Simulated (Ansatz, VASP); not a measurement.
**Two plane-wave programs on C**

```
C
1.0
     0.00000    1.69423    1.78340
     1.69423    0.00000    1.78340
     1.69423    1.69423    0.00000
C
2
Direct
  0.50000 0.50000 0.50000
  0.75000 0.75000 0.75000
```

Change from the starting cell: strain -0.0500 x Voigt [1, 1, 0, 0, 0, 0], atoms carried along.

Alike in both runs: task single point; functional LDA; k mesh 12 × 12 × 12; occupations gaussian, width 0.05 eV; no spin polarisation.

```csv
,VASP,Ansatz
version,VASP 6.6.1,Ansatz 0.2.0
potentials or method,"VASP PAW LDA potentials, release 64 (C), cutoff 520 eV","scalar-relativistic, plane waves, PAW"
valence electrons in the cell,8,8
```

```csv
,VASP,Ansatz,Ansatz less VASP
gap on the k mesh at the Fermi level (eV),3.70,3.70,+0.006
least direct gap on the mesh (eV),5.35,5.35,-0.002
pressure (GPa),40.9,38.9,-2.03
"traceless stress, the component that is largest in VASP (GPa)",-37.02,-37.10,-0.080
```

LDA's correlation is that of Perdew and Zunger in VASP and of Perdew and Wang (1992) in Ansatz. Both programs put the cell under a high pressure, so it lies far from rest at this level.
